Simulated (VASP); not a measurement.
# CuSn2O2 in VASP: further runs

Runs on CuSn2O2. Level: PBE+D3(BJ). Tasks: single point.

All numbers are computed with VASP 6.6.1; they aren't measurements. Logs are shortened: lines on timing, memory, paths and dates and some standing lists are left out, and cuts for length are marked.

**1. The cell of the first run**

The cell holds a slab with vacuum, 5 atoms: a = 3.820 Å, b = 3.820 Å, c = 19.363 Å, α = 90.00°, β = 90.00°, γ = 90.00°.

**2. Single point, PBE+D3(BJ), collinear spin**

The input, INCAR:

```
ALGO = Normal
DIPOL = 0.5 0.5 0.303
EDIFF = 1E-7
ENCUT = 520
GGA = PE
IDIPOL = 3
ISIF = 2
ISMEAR = 0
ISPIN = 2
IVDW = 12
LASPH = T
LCHARG = F
LDIPOL = T
LMAXMIX = 4
LORBIT = 11
LREAL = F
LWAVE = F
MAGMOM = 0 0 0 0 1
NBANDS = 38
NELM = 150
PREC = Accurate
SIGMA = 0.05
```

The input, KPOINTS:

```
k-points
0
Gamma
  7 7 1
```

The input, POSCAR:

```
CuSn2O2
1.0
    3.8201708766      0.0000000000      0.0000000000
    0.0000000000      3.8201708766      0.0000000000
    0.0000000000      0.0000000000     19.3630360333
Sn O Cu
2 2 1
Direct
    0.5000000000      0.0000000000      0.2065791745
    0.0000000000      0.5000000000      0.3286176828
    0.0000000000      0.0000000000      0.2675984287
    0.5000000000      0.5000000000      0.2675984287
    0.1250000000      1.0000000000      0.4422362288
```

Potentials or basis: VASP PAW PBE potentials, release 64 (Sn_d, O, Cu).

On the command line:

```console
$ cat potpaw_PBE.64/Sn_d/POTCAR potpaw_PBE.64/O/POTCAR potpaw_PBE.64/Cu/POTCAR > POTCAR
$ mpirun -np 1 vasp_std > vasp.out
```

OUTCAR:

```text
EDIFF = 1E-7
   ENCUT = 520
   GGA = PE
   ISIF = 2
   ISMEAR = 0
   ISPIN = 2
   IVDW = 12
   LASPH = T
   LORBIT = 11
   LREAL = F
   NELM = 150
   PREC = Accurate
 IVDW          = 12

 ion  position               nearest neighbor table
   1  0.500  0.000  0.207-   3 2.25   4 2.25   4 2.25   3 2.25   2 3.59   2 3.59   2 3.59   2 3.59

   2  0.000  0.500  0.329-   3 2.25   4 2.25   3 2.25   4 2.25   5 2.95   5 2.95   1 3.59   1 3.59
                             1 3.59   1 3.59
   3  0.000  0.000  0.268-   2 2.25   2 2.25   1 2.25   1 2.25
   4  0.500  0.500  0.268-   2 2.25   2 2.25   1 2.25   1 2.25
   5  0.125  0.000  0.442-   2 2.95   2 2.95

  LATTYP: Found a simple tetragonal cell.
 ALAT       =     3.8201708766
 C/A-ratio  =     5.0686308699

  Lattice vectors:

 A1 = (   3.8201708766,   0.0000000000,   0.0000000000)
 A2 = (   0.0000000000,   3.8201708766,   0.0000000000)
 A3 = (   0.0000000000,   0.0000000000,  19.3630360333)

Analysis of symmetry for initial positions (statically):
=====================================================================
 Subroutine PRICEL returns:
 Original cell was already a primitive cell.

 Routine SETGRP: Setting up the symmetry group for a
 simple tetragonal supercell.

 Subroutine GETGRP returns: Found  2 space group operations
 (whereof  2 operations were pure point group operations)
 out of a pool of 16 trial point group operations.

The static configuration has the point symmetry C_1h.

Analysis of symmetry for dynamics (positions and initial velocities):
=====================================================================
 Subroutine PRICEL returns:
 Original cell was already a primitive cell.

 Routine SETGRP: Setting up the symmetry group for a
 simple tetragonal supercell.

 Subroutine GETGRP returns: Found  2 space group operations
 (whereof  2 operations were pure point group operations)
 out of a pool of 16 trial point group operations.

The dynamic configuration has the point symmetry C_1h.

Analysis of structural, dynamic, and magnetic symmetry:
=====================================================================
 Subroutine PRICEL returns:
 Original cell was already a primitive cell.

 Routine SETGRP: Setting up the symmetry group for a
 simple tetragonal supercell.

 Subroutine GETGRP returns: Found  2 space group operations
 (whereof  2 operations were pure point group operations)
 out of a pool of 16 trial point group operations.

The overall configuration has the point symmetry C_1h.

 Subroutine INISYM returns: Found  2 space group operations
 (whereof  2 operations are pure point group operations),
 and found     1 'primitive' translations

----------------------------------------------------------------------------------------

                                     Primitive cell

  volume of cell :     282.5784

  direct lattice vectors                    reciprocal lattice vectors
     3.820170877  0.000000000  0.000000000     0.261768395  0.000000000  0.000000000
     0.000000000  3.820170877  0.000000000     0.000000000  0.261768395  0.000000000
     0.000000000  0.000000000 19.363036033     0.000000000  0.000000000  0.051644794

  length of vectors
     3.820170877  3.820170877 19.363036033     0.261768395  0.261768395  0.051644794

  position of ions in fractional coordinates (direct lattice)
     0.500000000  0.000000000  0.206579174
     0.000000000  0.500000000  0.328617683
     0.000000000  0.000000000  0.267598429
     0.500000000  0.500000000  0.267598429
     0.125000000  0.000000000  0.442236229

  ion indices of the primitive-cell ions
   primitive index   ion index
                 1           1
                 2           2
                 3           3
                 4           4
                 5           5

----------------------------------------------------------------------------------------

 KPOINTS: k-points
[... 39 lines left out ...]
 -0.285714  0.428571  0.000000      4.000000
  0.428571  0.428571  0.000000      4.000000
   k-points           NKPTS =     16   k-points in BZ     NKDIM =     16   number of bands    NBANDS=     38
   number of dos      NEDOS =    301   number of ions     NIONS =      5
   total plane-waves  NPLWV = 112896
   dimension x,y,z NGX =    28 NGY =   28 NGZ =  144
   dimension x,y,z NGXF=    56 NGYF=   56 NGZF=  288
   ions per type =               2   2   1
   NGX,Y,Z   is equivalent  to a cutoff of  12.19, 12.19, 12.36 a.u.
   NGXF,Y,Z  is equivalent  to a cutoff of  24.37, 24.37, 24.73 a.u.
 SYSTEM =  unknown system
   PREC   = accura    normal or accurate (medium, high low for compatibility)
   ISTART =      0    job   : 0-new  1-cont  2-samecut
   ICHARG =      2    charge: 1-file 2-atom 10-const
   ISPIN  =      2    spin polarized calculation?
   LNONCOLLINEAR =      F non collinear calculations
   LSORBIT =      F    spin-orbit coupling
   LASPH  =      T    aspherical Exc in radial PAW
   ENCUT  =  520.0 eV  38.22 Ry    6.18 a.u.   7.10  7.10 36.00*2*pi/ulx,y,z
   NELM   =    150;   NELMIN=  2; NELMDL= -5     # of ELM steps
   EDIFF  = 0.1E-06   stopping-criterion for ELM
   LREAL  =      F    real-space projection
   EDIFFG = 0.1E-05   stopping-criterion for IOM
   NSW    =      0    number of steps for IOM
   IBRION =     -1    ionic relax: 0-MD 1-quasi-New 2-CG
   NFREE  =      0    steps in history (QN), initial steepest desc. (CG)
   ISIF   =      2    stress and relaxation
   ISYM   =      2    0-nonsym 1-usesym 2-fastsym
   POTIM  = 0.5000    time-step for ionic-motion
   TEBEG  =    0.0;   TEEND  =   0.0 temperature during run
   PSTRESS=    0.0 pullay stress
   NELECT =      51.0000    total number of electrons
   NUPDOWN=      -1.0000    fix difference up-down
   EMIN   =  10.00;   EMAX   =-10.00  energy-range for DOS
   EFERMI =   0.00;   METHOD = LEGACY
   ISMEAR =     0;   SIGMA  =   0.05  broadening in eV -4-tet -1-fermi 0-gaus
   EFERMI_NEDOS =   21; number of points for ismear=-14 and -15
   IALGO  =     38    algorithm
   IMIX   =      4    mixing-type and parameters
     AMIX     =   0.40;   BMIX     =  1.00
     AMIX_MAG =   1.60;   BMIX_MAG =  1.00
  volume/ion in A,a.u.               =      56.52       381.39
  Fermi-wavevector in a.u.,A,eV,Ry     =   0.925164  1.748306 11.645604  0.855928
  Thomas-Fermi vector in A             =   2.050988
   LORBIT       =     11    0 simple, 1 ext, 2 COOP (PROOUT), +10 PAW based schemes
   GGA     = PE    functional components
   LHFCALC =     F    Hartree Fock is set to
   AEXX    =    0.0000 exact exchange contribution
   IVDW    =    12    specifies the selected vdW correction
   LEPSILON=     F    determine dielectric tensor
   LRPA    =     F    only Hartree local field effects (RPA)
 spin polarized calculation
 Gauss-broadening in eV      SIGMA  =   0.05
  energy-cutoff  :      520.00
  volume of cell :      282.58
 maximum number of plane-waves:      7644
   NGX = 15   NGY = 15   NGZ = 73

 dipolmoment           0.000000      0.000000     -0.016268 electrons x Angstroem

 number of electron      50.9999964 magnetization      -0.0000084

 number of electron      50.9999964 magnetization       0.0000295

 dipolmoment           0.000000      0.000000      0.036196 electrons x Angstroem

 Free energy of the ion-electron system (eV)
  ---------------------------------------------------
  ext. energy  EPLUGINS =         0.00000000
  ---------------------------------------------------
  free energy    TOTEN  =       -24.03558102 eV

  energy without entropy =      -24.03187093  energy(sigma->0) =      -24.03372598

 E-fermi :  -0.6499     XC(G=0):  -4.1166

 val. band max:       -0.6672315386   @ k =  -0.1429   0.2857   0.0000
 cond. band min:      -0.6191541307   @ k =   0.4286   0.4286   0.0000
 fundamental gap:      0.0480774079
 Fermi energy:        -0.6499111898

 spin component 1

 k-point     1 :       0.0000    0.0000    0.0000
  band No.  band energies     occupation
      1     -22.8989      1.00000
      2     -22.5586      1.00000
      3     -22.5349      1.00000
      4     -22.5311      1.00000
      5     -22.5187      1.00000
      6     -22.5009      1.00000
[... 629 lines left out ...]
     36       6.3636      0.00000
     37       6.6632      0.00000
 Fermi energy:        -0.6499111898

 spin component 2

 k-point     1 :       0.0000    0.0000    0.0000
  band No.  band energies     occupation
      1     -22.8989      1.00000
      2     -22.5586      1.00000
      3     -22.5349      1.00000
      4     -22.5311      1.00000
      5     -22.5187      1.00000
      6     -22.5009      1.00000
[... 629 lines left out ...]
     36       6.3636      0.00000
     37       6.6630      0.00000
 [bands above 37 left out]

------------------------ aborting loop because EDIFF is reached ----------------------------------------

 vacuum level on the upper side and lower side of the slab       (xc-potential included)         0.080        -0.329

 Edisp (eV)   -0.80959

 E8    (eV) :    -0.3635

  FORCE on cell =-STRESS in cart. coord.  units (eV):
  Direction    XX          YY          ZZ          XY          YZ          ZX
  --------------------------------------------------------------------------------------
  -------------------------------------------------------------------------------------
  Total      -1.99582    -1.01022    -1.59924     0.00000     0.00000    -0.48736
  in kB     -11.31601    -5.72779    -9.06746     0.00000     0.00000    -2.76325
  external pressure =       -8.70 kB  Pullay stress =        0.00 kB

 VOLUME and BASIS-vectors are now :
 -----------------------------------------------------------------------------
  energy-cutoff  :      520.00
  volume of cell :      282.58
      direct lattice vectors                 reciprocal lattice vectors
     3.820170877  0.000000000  0.000000000     0.261768395  0.000000000  0.000000000
     0.000000000  3.820170877  0.000000000     0.000000000  0.261768395  0.000000000
     0.000000000  0.000000000 19.363036033     0.000000000  0.000000000  0.051644794

 POSITION                                       TOTAL-FORCE (eV/Angst)
 -----------------------------------------------------------------------------------
      1.91009      0.00000      4.00000         0.017326      0.000000     -0.045573
      0.00000      1.91009      6.36304         0.233770      0.000000      0.597021
      0.00000      0.00000      5.18152        -0.057539      0.000000     -0.216188
      1.91009      1.91009      5.18152         0.026219      0.000000      0.336914
      0.47752      0.00000      8.56304        -0.219776      0.000000     -0.672174
 -----------------------------------------------------------------------------------
    total drift:                               -0.000009      0.000000      0.002144

  FREE ENERGIE OF THE ION-ELECTRON SYSTEM (eV)
  ---------------------------------------------------
  free  energy   TOTEN  =       -24.8451666700 eV

  energy  without entropy=      -24.8414565851  energy(sigma->0) =      -24.84331163

 vacuum level on the upper side and lower side of the slab         3.482         3.058

 total charge

# of ion       s       p       d       tot
------------------------------------------
    1        1.280   0.763  10.054  12.098
    2        1.195   0.798  10.076  12.068
    3        1.580   3.423   0.000   5.003
    4        1.579   3.419   0.000   4.998
    5        0.400   0.054   9.309   9.763
--------------------------------------------------
tot          6.034   8.457  29.439  43.931

 magnetization (x)

# of ion       s       p       d       tot
------------------------------------------
    1        0.000   0.000   0.000   0.000
    2        0.000   0.000   0.000   0.000
    3        0.000   0.000   0.000   0.000
    4        0.000   0.000   0.000   0.000
    5        0.000   0.000   0.000   0.000
--------------------------------------------------
tot          0.000   0.000   0.000   0.000
```

Wall time 13 min (1 thread of Intel Xeon Platinum 8259CL at 2.50GHz (Skylake/Cascade Lake), shared host); peak memory 0.57 GiB.

Results:

```yaml
Free_energy: -24.8452 eV
Largest_force: 0.707 eV/Å
Net_moment: 0.00 μB per cell
Valence_electrons_inside_the_program's_atomic_spheres: Sn 12.10, 12.07; O 5.00; Cu 9.76
Dispersion_energy_per_atom: -0.162 eV
```

Forces on the atoms (eV/Å):
```
Sn   0.017  0.000 -0.046
Sn   0.234  0.000  0.597
O   -0.058  0.000 -0.216
O    0.026  0.000  0.337
Cu  -0.220  0.000 -0.672
```

Caveat: spin-orbit coupling is left out, which moves the levels of the heavy elements.

**3. Single point, PBE+D3(BJ), collinear spin**

The input, INCAR:

```
SYSTEM = CuSn2O2
  PREC = Accurate
  ENCUT = 520
  EDIFF = 1E-7
  ISMEAR = 0
  SIGMA = 0.05
  LREAL = .FALSE.
  LASPH = .TRUE.
  NELM = 150
  ALGO = Normal
  ISIF = 2
  LWAVE = .FALSE.
  LCHARG = .TRUE.
  ISPIN = 2
  MAGMOM = 0 0 0 0 1
  LORBIT = 11
  LMAXMIX = 4
  LDIPOL = .TRUE.
  IDIPOL = 3
  DIPOL = 0.5 0.5 0.303
  GGA = PE
  IVDW = 12
  LELF = .TRUE.
  LVHAR = .TRUE.
  LVACPOTAV = .TRUE.
  NBANDS = 38
```

The input, KPOINTS:

```
regular mesh
0
G
  7 7 1
  0 0 0
```

POSCAR, as its differences from that of step 2:

```diff
@@ -12,2 +12,2 @@
     0.5000000000      0.5000000000      0.2675984287
-    0.1250000000      1.0000000000      0.4422362288
+    0.0000000000      0.6250000000      0.4422362288
```

Potentials or basis: VASP PAW PBE potentials, release 64 (Sn_d, O, Cu).

On the command line:

```console
$ cat potpaw_PBE.64/Sn_d/POTCAR potpaw_PBE.64/O/POTCAR potpaw_PBE.64/Cu/POTCAR > POTCAR
$ mpirun -np 1 vasp_std > vasp.out
```

It took 11 min on 1 thread of Intel Xeon Platinum 8488C (Sapphire Rapids), shared host; peak memory 0.59 GiB.

It converged, with:

| Quantity | Value |
| --- | --- |
| Free energy | -24.4045 eV |
| Largest force | 2.777 eV/Å |
| Net moment | 0.17 μB per cell |
| Site moments | Sn +0.00, +0.02; O +0.01; Cu +0.03 μB |
| Valence electrons inside the program's atomic spheres | Sn 12.10, 12.21; O 5.00; Cu 9.89 |
| Dispersion energy per atom | -0.162 eV |

Forces in eV/Å, atoms in the order of the input:
```
Sn   0.000  0.004 -0.038
Sn   0.000 -0.554 -2.721
O    0.000 -0.052  0.090
O    0.000  0.006  0.293
Cu   0.000  0.597  2.377
```

Levels at points of the mesh, in eV from the Fermi level:
Spin up:
```csv
k point,band 24,band 25,band 26,band 27,band 28,band 29
"(0.00, 0.00, 0.00)",-2.64,-2.42,-0.84,0.96,1.46,3.13
```
Spin down:
```
           k point  band 23  band 24  band 25  band 26  band 27  band 28
(0.00, 0.00, 0.00)    -2.76    -2.63    -2.41    -0.75     0.96     1.53
```

Caveat: spin-orbit coupling is left out, which moves the levels of the heavy elements.

**4. Single point, PBE+D3(BJ), collinear spin**

The input, INCAR:

```
  ALGO = Normal
  DIPOL = 0.5 0.5 0.303
  EDIFF = 1E-6
  ENCUT = 520
  GGA = PE
  IDIPOL = 3
  ISIF = 2
  ISMEAR = 0
  ISPIN = 2
  IVDW = 12
  LASPH = T
  LCHARG = F
  LDIPOL = T
  LMAXMIX = 4
  LORBIT = 11
  LREAL = F
  LWAVE = F
  MAGMOM = 0 0 0 0 1
  NBANDS = 38
  NELM = 150
  PREC = Accurate
  SIGMA = 0.05
```

The input, KPOINTS:

```
k-points
0
Gamma
  7 7 1
```

POSCAR, as its differences from that of step 3:

```diff
@@ -12,2 +12,2 @@
     0.5000000000      0.5000000000      0.2675984287
-    0.0000000000      0.6250000000      0.4422362288
+    0.0000000000      0.7500000000      0.4422362288
```

On the command line:

```console
$ cat potpaw_PBE.64/Sn_d/POTCAR potpaw_PBE.64/O/POTCAR potpaw_PBE.64/Cu/POTCAR > POTCAR
$ mpirun -np 1 vasp_std > vasp.out
```

Wall time 12 min (1 thread of Intel Xeon Platinum 8259CL at 2.50GHz (Skylake/Cascade Lake), shared host); peak memory 0.57 GiB.

It converged, with:

* Free energy: -24.6959 eV
* Largest force: 1.020 eV/Å
* Net moment: 0.04 μB per cell
* Valence electrons inside the program's atomic spheres: Sn 12.10, 12.15; O 5.00; Cu 9.84
* Dispersion energy per atom: -0.162 eV

Forces on the atoms (eV/Å):
```
Sn   0.000 -0.001 -0.047
Sn   0.000 -0.507 -0.886
O    0.000 -0.062 -0.079
O    0.000  0.020  0.359
Cu   0.000  0.550  0.652
```

Levels at points of the mesh, in eV from the Fermi level:
Spin up:
```
           k point  band 22  band 23  band 24  band 25  band 26  band 27  band 28  band 29  band 30  band 31
(0.00, 0.00, 0.00)    -2.32    -2.31    -2.20    -2.01    -0.65     1.21     1.67     3.38     3.45     3.57
```
Spin down:
| k point | band 23 | band 24 | band 25 | band 26 | band 27 | band 28 | band 29 | band 30 |
| --- | --- | --- | --- | --- | --- | --- | --- | --- |
| (0.00, 0.00, 0.00) | -2.31 | -2.19 | -2.01 | -0.63 | 1.21 | 1.69 | 3.40 | 3.46 |

Caveat: spin-orbit coupling is left out, which moves the levels of the heavy elements. With open d or f shells a metallic result of PBE can be an artefact of self-interaction; +U or a hybrid may open a gap.

**5. The runs side by side**

| cell | gap on the mesh (eV) | moment (μB) | largest force (eV/Å) |
| --- | --- | --- | --- |
| as given, atomic positions A | none | 0.00 | 0.71 |
| as given, atomic positions B | none | 0.17 | 2.78 |
| as given, atomic positions C | none | 0.04 | 1.02 |

Alike in all rows: task single point; level PBE+D3(BJ); potentials or basis VASP PAW PBE potentials, release 64 (Sn_d, O, Cu); spin collinear; k mesh 7 × 7 × 1; cutoff (eV) 520; smearing gaussian 0.05 eV.

Caveats: spin-orbit coupling is left out, which moves the levels of the heavy elements.

Total energies depend on the potentials used, so only differences within one code and one set of settings carry meaning.
